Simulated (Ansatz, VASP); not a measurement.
**Two plane-wave programs on InSe5**

File INCAR:

```
SYSTEM = InSe5
PREC = Accurate
ENCUT = 520
EDIFF = 1E-7
ISMEAR = 0
SIGMA = 0.1
LREAL = .False.
LASPH = .True.
NELM = 100
ALGO = Normal
ISIF = 2
LWAVE = .False.
LCHARG = .False.
GGA = PE
NBANDS = 30
```

File KPOINTS:

```
regular mesh
0
Gamma
  4 4 4
  0 0 0
```

Contents of POSCAR:

```
InSe5
1.0
    0.0000000000      4.2959888300      4.2959888300
    4.2959888300      0.0000000000      4.2959888300
    4.2959888300      4.2959888300      0.0000000000
In Se
1 5
Direct
    0.0000000000      0.0000000000      0.0000000000
    0.3752183100      0.8743450600      0.3752183100
    0.3752183100      0.3752183100      0.3752183100
    0.7500000000      0.7500000000      0.7500000000
    0.8743450600      0.3752183100      0.3752183100
    0.3752183100      0.3752183100      0.8743450600
```

Input for Ansatz:

```yaml
crystal:
  lattice:
    - [0.0, 4.29598883, 4.29598883]
    - [4.29598883, 0.0, 4.29598883]
    - [4.29598883, 4.29598883, 0.0]
  atoms:
    - { symbol: In, position: [0.0, 0.0, 0.0] }
    - { symbol: Se, position: [0.37521831, 0.87434506, 0.37521831] }
    - { symbol: Se, position: [0.37521831, 0.37521831, 0.37521831] }
    - { symbol: Se, position: [0.75, 0.75, 0.75] }
    - { symbol: Se, position: [0.87434506, 0.37521831, 0.37521831] }
    - { symbol: Se, position: [0.37521831, 0.37521831, 0.87434506] }
basis:
  ecutwfc: 420
kpoints:
  mp_grid: { grid: [4, 4, 4] }
hamiltonian:
  xc: pbe
scf:
  occupations: { method: gaussian, width: 0.1 }
  lower_state_search: "off"
output:
  forces: true
  stress: true
  eigenvalues: true
```

Change from the starting cell: species swapped into the CaAu5 type (F-43m, No. 216).

Alike in both runs: task single point; functional PBE; k mesh 4 × 4 × 4; occupations gaussian, width 0.1 eV; no spin polarisation.

```csv
,VASP,Ansatz
version,VASP 6.6.1,Ansatz 0.2.0
potentials or method,"VASP PAW PBE potentials, release 64 (In_d, Se), cutoff 520 eV","scalar-relativistic, plane waves, PAW"
valence electrons in the cell,43,93
```

|  | VASP | Ansatz | Ansatz less VASP |
| --- | --- | --- | --- |
| gap on the k mesh at the Fermi level (eV) | none | none | - |
| pressure (GPa) | -3.9 | -3.9 | +0.01 |
| rms of the force components (eV/Å) | 0.086 | 0.086 | 0.0000 |

Atom by atom the forces differ by 0.000 eV/Å (rms over components). A gap of «none» marks a metal or a gap that the smearing closes. VASP's potentials hold 43 valence electrons a cell and Ansatz's 93, so a difference there can come from the potentials and not from the codes.
